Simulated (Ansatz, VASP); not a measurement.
Two plane-wave programs on Mo

```
CELL_PARAMETERS angstrom
-1.59457 1.59457 1.52387
1.59457 -1.59457 1.52387
1.59457 1.59457 -1.52387
ATOMIC_POSITIONS crystal
Mo 0.00000 0.00000 0.00000
```

Change from the starting cell: strain +0.015 along x and y, -0.030 along z, atoms carried along.

Alike in both runs: task single point; functional PBEsol; k mesh 22 × 22 × 22; occupations gaussian, width 0.15 eV; no spin polarisation.

```csv
,VASP,Ansatz
version,VASP 6.6.1,Ansatz 0.2.0
potentials or method,"VASP PAW PBE potentials, release 64 (Mo_sv), cutoff 500 eV","scalar-relativistic, plane waves, PAW"
valence electrons in the cell,14,14
```

```csv
,VASP,Ansatz,Ansatz less VASP
gap on the k mesh at the Fermi level (eV),none,none,-
pressure (GPa),-2.2,-2.8,-0.55
"traceless stress, the component that is largest in VASP (GPa)",9.49,9.49,+0.005
```

VASP's potentials were made for PBE, not for PBEsol. A gap of «none» marks a metal or a gap that the smearing closes. With one functional, cell and mesh, what is left measures potentials, basis and numerics.
